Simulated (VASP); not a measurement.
A run of VASP 6.6.1 is set up as follows.

File INCAR:

```
SYSTEM = Li33Cl32
PREC = Accurate
ENCUT = 650
EDIFF = 1E-6
ISMEAR = -1
SIGMA = 0.05
LREAL = Auto
LASPH = .True.
NELM = 120
ALGO = Normal
ISIF = 2
LWAVE = .False.
LCHARG = .False.
GGA = PS
NELECT = 322.0
ISYM = -1
NBANDS = 200
GGA_COMPAT = .False.
```

File KPOINTS:

```
explicit points
1
Reciprocal
  0.25000000   0.25000000   0.25000000 1
```

The input POSCAR:

```
Li33Cl32
1.0
   10.1327090000      0.0000000000      0.0000000000
    0.0000000000     10.1327090000      0.0000000000
    0.0000000000      0.0000000000     10.1327090000
Cl Li
32 33
Direct
    0.2469440000      0.9954480000      0.9952750000
    0.2462030000      0.9994180000      0.4959490000
    0.2462510000      0.4961290000      0.9992590000
    0.7458210000      0.9957180000      0.9955710000
    0.7455760000      0.9954480000      0.4966700000
    0.7455970000      0.4967760000      0.9953420000
    0.7495720000      0.4960600000      0.4959450000
    0.9966790000      0.2465090000      0.9959220000
    0.9970780000      0.2469580000      0.4965300000
    0.9970830000      0.7457480000      0.9953760000
    0.9932910000      0.7466780000      0.4958420000
    0.4958810000      0.2469180000      0.9953500000
    0.4967960000      0.2431800000      0.4958460000
    0.4962830000      0.7461130000      0.9987670000
    0.4968400000      0.7466470000      0.4949250000
    0.9966360000      0.9960570000      0.2464110000
    0.9970300000      0.9954770000      0.7456610000
    0.9971030000      0.4966760000      0.2468330000
    0.9933010000      0.4959860000      0.7465590000
    0.4958630000      0.9954610000      0.2468450000
    0.4962810000      0.9989250000      0.7460330000
    0.4967610000      0.4959760000      0.2430730000
    0.4967950000      0.4950220000      0.7465090000
    0.2468160000      0.2469310000      0.2468130000
    0.2460790000      0.2432220000      0.7465240000
    0.2460800000      0.7466810000      0.2430850000
    0.2451900000      0.7466070000      0.7464950000
    0.7461410000      0.2465070000      0.2464130000
    0.7456580000      0.2469350000      0.7456720000
    0.7456060000      0.7457500000      0.2468000000
    0.7490590000      0.7461000000      0.7460740000
    0.2449320000      0.4948230000      0.4946460000
    0.3707870000      0.6206040000      0.6204640000
    0.9956230000      0.9968640000      0.9967440000
    0.9925810000      0.0000410000      0.4955070000
    0.9925380000      0.4956430000      0.9998920000
    0.9946650000      0.4948530000      0.4947110000
    0.4971110000      0.9998730000      0.9998030000
    0.4975260000      0.9986420000      0.4946420000
    0.4976320000      0.4948310000      0.9985260000
    0.5212550000      0.4716940000      0.4715800000
    0.2457890000      0.2423910000      0.9998620000
    0.2450440000      0.2444890000      0.4947750000
    0.2449440000      0.7474450000      0.9984770000
    0.2218610000      0.7709930000      0.4716360000
    0.7470820000      0.2454390000      0.9967150000
    0.7502240000      0.2423300000      0.4955550000
    0.7500680000      0.7469730000      0.9997200000
    0.7488090000      0.7474410000      0.4947080000
    0.2458070000      0.0000190000      0.2422320000
    0.2449930000      0.9986520000      0.7472890000
    0.2449950000      0.4948410000      0.2443780000
    0.2218290000      0.4717940000      0.7708740000
    0.7470550000      0.9968480000      0.2453410000
    0.7500400000      0.9998660000      0.7468100000
    0.7502290000      0.4956680000      0.2422760000
    0.7488700000      0.4948430000      0.7472620000
    0.9955030000      0.2453810000      0.2452290000
    0.9926160000      0.2423680000      0.7469690000
    0.9925270000      0.7470650000      0.2422410000
    0.9939370000      0.7474530000      0.7473290000
    0.4972700000      0.2423570000      0.2422430000
    0.4975800000      0.2437070000      0.7472900000
    0.4975820000      0.7474530000      0.2435320000
    0.5204180000      0.7702850000      0.7701310000
```

Potentials or basis: VASP PAW PBE potentials, release 64 (Cl, Li_sv).

Launch:

```sh
$ cat potpaw_PBE.64/Cl/POTCAR potpaw_PBE.64/Li_sv/POTCAR > POTCAR
$ mpirun -np 1 vasp_std > vasp.out
```

**Question.** Predict the largest force.

**Answer.** 0.023 eV/Å.

Forces on the atoms (eV/Å):
```
Cl  -0.006 -0.003 -0.001
Cl  -0.005  0.003 -0.005
Cl  -0.006 -0.006  0.003
Cl   0.004  0.003  0.005
Cl  -0.003 -0.002 -0.006
Cl  -0.002 -0.007 -0.001
Cl   0.008 -0.005 -0.005
Cl  -0.004 -0.003 -0.002
Cl  -0.004 -0.007  0.003
Cl  -0.005  0.002 -0.001
Cl   0.002 -0.009 -0.004
Cl   0.002 -0.006  0.000
Cl  -0.007  0.001 -0.004
Cl   0.004  0.004  0.004
Cl   0.009  0.009 -0.002
Cl  -0.005 -0.002 -0.004
Cl  -0.004 -0.001  0.003
Cl  -0.006  0.002 -0.007
Cl   0.002 -0.005 -0.009
Cl   0.003 -0.001 -0.008
Cl   0.003  0.003  0.002
Cl  -0.007 -0.002  0.000
Cl   0.008 -0.003  0.008
Cl   0.001 -0.003 -0.006
Cl  -0.003  0.000 -0.008
Cl  -0.002 -0.007 -0.001
Cl  -0.006  0.009  0.009
Cl  -0.002 -0.004 -0.004
Cl  -0.001 -0.006  0.001
Cl  -0.001  0.002 -0.006
Cl   0.003  0.004  0.001
Cl  -0.004 -0.004 -0.003
Li   0.015  0.012  0.013
Li   0.004  0.003  0.003
Li   0.000  0.000  0.004
Li   0.000  0.004 -0.001
Li  -0.009  0.005  0.006
Li  -0.008 -0.001 -0.002
Li  -0.001 -0.003  0.007
Li  -0.003  0.005 -0.004
Li   0.002  0.007  0.008
Li   0.004  0.002  0.001
Li   0.004 -0.009  0.003
Li   0.006 -0.001 -0.002
Li   0.006  0.002  0.005
Li   0.003  0.005  0.003
Li  -0.001  0.001  0.004
Li  -0.003 -0.007 -0.002
Li  -0.004 -0.003  0.005
Li   0.001  0.000  0.003
Li   0.005 -0.003 -0.002
Li   0.006  0.005 -0.010
Li   0.007  0.006  0.003
Li   0.003  0.003  0.005
Li  -0.003 -0.001 -0.006
Li  -0.001  0.003  0.001
Li  -0.005  0.004 -0.001
Li   0.006  0.005  0.005
Li   0.000  0.001 -0.001
Li   0.002  0.000  0.002
Li   0.001 -0.001 -0.001
Li  -0.001  0.002  0.001
Li  -0.001  0.003 -0.002
Li  -0.001 -0.002  0.003
Li   0.001 -0.001 -0.002
```

Caveat: the cell carries a net charge on a neutralising background, which shifts energy and pressure; the PAW data sets were made with another functional, which shifts forces and pressure a little.
